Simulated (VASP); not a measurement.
Runs of VASP 6.6.1 on Pt. The structure is that of space group Fm-3m (No. 225), or close to it. The cells are those of the table. 

```tsv
cell	gap on the mesh (eV)	pressure (GPa)
a = 2.665, b = 2.665, c = 2.700 Å, angles 59.6, 59.6, 60.9°, 1 atom	none	39.1
a = 2.805, b = 2.805, c = 2.700 Å, angles 61.2, 61.2, 57.5°, 1 atom	none	1.5
a = 2.630 Å, angles 60.0°, 1 atom	none	67.5
a = 2.736, b = 2.736, c = 2.630 Å, angles 61.3, 61.3, 57.5°, 1 atom	none	29.1
a = 2.838 Å, angles 60.0°, 1 atom	none	(b)
a = 2.665, b = 2.665, c = 2.630 Å, angles 60.4, 60.4, 59.1°, 1 atom	none	(c)
a = 2.907 Å, angles 60.0°, 1 atom	none	-28.2
a = 2.734, b = 2.734, c = 2.769 Å, angles 59.6, 59.6, 60.8°, 1 atom	none	8.1
a = 2.700 Å, angles 60.0°, 1 atom	none	27.2
a = 2.770, b = 2.770, c = 2.700 Å, angles 60.8, 60.8, 58.3°, 1 atom	none	(a)
```

Alike in all rows: task single point; level PBEsol; potentials or basis VASP PAW PBE potentials, release 64 (Pt); no spin polarisation; k mesh 20 × 20 × 20; cutoff (eV) 520; smearing gaussian 0.15 eV.

Q: Fill in the values left out.

A: (a) 8.6; (b) -17.4; (c) 52.5.

Caveats: the PAW data sets were made with another functional, which shifts forces and pressure a little; spin-orbit coupling is left out, which moves the levels of the heavy elements; the cell stands under pressure (at least some runs); the cell stands under tension (at least some runs).

A k mesh can miss the band edges, and the runs leave out spin-orbit coupling on Pt.

A gap of «none» marks levels without a gap at the run's occupations.
